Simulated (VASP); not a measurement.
Mg5ZnO6: relaxation of cell and atoms with PBE

Mg5ZnO6:

```
Mg Zn O
1.0
     3.01879    0.00000    0.00000
    -1.50940    2.61435    0.00000
     0.00000    0.00000   14.76733
Mg Zn O
5 1 6
Direct
  0.33333 0.66667 0.83230
  0.66667 0.33333 0.16770
  0.33333 0.66667 0.33390
  0.00000 0.00000 0.50000
  0.66667 0.33333 0.66610
  0.00000 0.00000 0.00000
  0.66667 0.33333 0.91339
  0.33333 0.66667 0.08661
  0.00000 0.00000 0.25086
  0.66667 0.33333 0.41695
  0.33333 0.66667 0.58305
  0.00000 0.00000 0.74914
```

- Program: VASP 6.6.1
- Task: relaxation of cell and atoms
- Functional: PBE
- Potentials or basis: VASP PAW PBE potentials, release 64 (Mg, Zn, O)
- Cutoff: 600 eV
- k mesh: 12 × 12 × 2
- Occupations: gaussian, width 0.02 eV
- Spin: no spin polarisation
- Dipole correction: no
- Further INCAR settings: ALGO = Normal; EDIFF = 1e-06; IBRION = 2; EDIFFG = -0.01; NSW = 100; ISIF = 3

The relaxed volume is 9.67 Å³/atom. The relaxed cell is a = 3.014 Å, b = 3.014 Å, c = 14.749 Å, α = 90.00°, β = 90.00°, γ = 120.00°. The space group after relaxing (to 0.1 Å) is P-3m1 (No. 164), the energy gained by relaxing is 0.1 meV/atom and the ionic steps are 8. The pressure after relaxing is 0.0 GPa. The largest force after relaxing is 0.009 eV/Å and the band gap on the k mesh is 3.30 eV.

Forces on the atoms (eV/Å):
```
Mg   0.000  0.000  0.001
Mg   0.000  0.000 -0.001
Mg   0.000  0.000 -0.001
Mg   0.000  0.000  0.000
Mg   0.000  0.000  0.001
Zn   0.000  0.000  0.000
O    0.000  0.000 -0.002
O    0.000  0.000  0.002
O    0.000  0.000  0.000
O    0.000  0.000  0.009
O    0.000  0.000 -0.009
O    0.000  0.000  0.000
```

Step by step:
| step | energy change (eV) | largest force (eV/Å) | pressure (GPa) | volume (Å³) |
| --- | --- | --- | --- | --- |
| 1 | 0.0000 | 0.0704 | -0.69 | 116.55 |
| 2 | -0.0013 | 0.0288 | 0.27 | 115.84 |
| 3 | -0.0014 | 0.0348 | 0.05 | 115.99 |
| 4 | -0.0015 | 0.0159 | 0.02 | 116.00 |
| 5 | -0.0016 | 0.0207 | -0.01 | 116.02 |
| 6 | -0.0016 | 0.0101 | -0.01 | 116.02 |
| 7 | -0.0017 | 0.0173 | 0.00 | 116.02 |
| 8 | -0.0017 | 0.0090 | 0.01 | 116.01 |

Final structure:
```
CELL_PARAMETERS angstrom
3.01373 0.00000 0.00000
-1.50687 2.60997 0.00000
0.00000 0.00000 14.74860
ATOMIC_POSITIONS crystal
Mg 0.33333 0.66667 0.83197
Mg 0.66667 0.33333 0.16803
Mg 0.33333 0.66667 0.33405
Mg 0.00000 0.00000 0.50000
Mg 0.66667 0.33333 0.66595
Zn 0.00000 0.00000 0.00000
O 0.66667 0.33333 0.91291
O 0.33333 0.66667 0.08709
O 0.00000 0.00000 0.25111
O 0.66667 0.33333 0.41699
O 0.33333 0.66667 0.58301
O 0.00000 0.00000 0.74889
```

Levels at points of the mesh, in eV from the valence-band top:
```csv
k point,band 25,band 26,band 27,band 28,band 29,band 30,band 31,band 32,band 33,band 34
"(0.00, 0.00, 0.00)",-0.34,-0.31,-0.31,0.00,0.00,3.30,5.06,5.45,6.70,6.99
"(0.50, 0.00, 0.00)",-1.30,-1.10,-0.97,-0.38,-0.30,6.61,6.94,8.13,8.63,9.02
"(0.00, 0.00, 0.50)",-0.42,-0.36,-0.36,0.00,0.00,3.46,4.60,6.18,6.21,7.07
"(0.50, 0.00, 0.50)",-1.17,-1.11,-0.94,-0.44,-0.30,6.61,7.04,7.82,8.95,9.06
```

Wall time 9.2 min on 1 thread of Intel(R) Xeon(R) 6975P-C (Granite Rapids), on a shared host, peak memory 0.37 GiB.

A k mesh can miss the band edges.
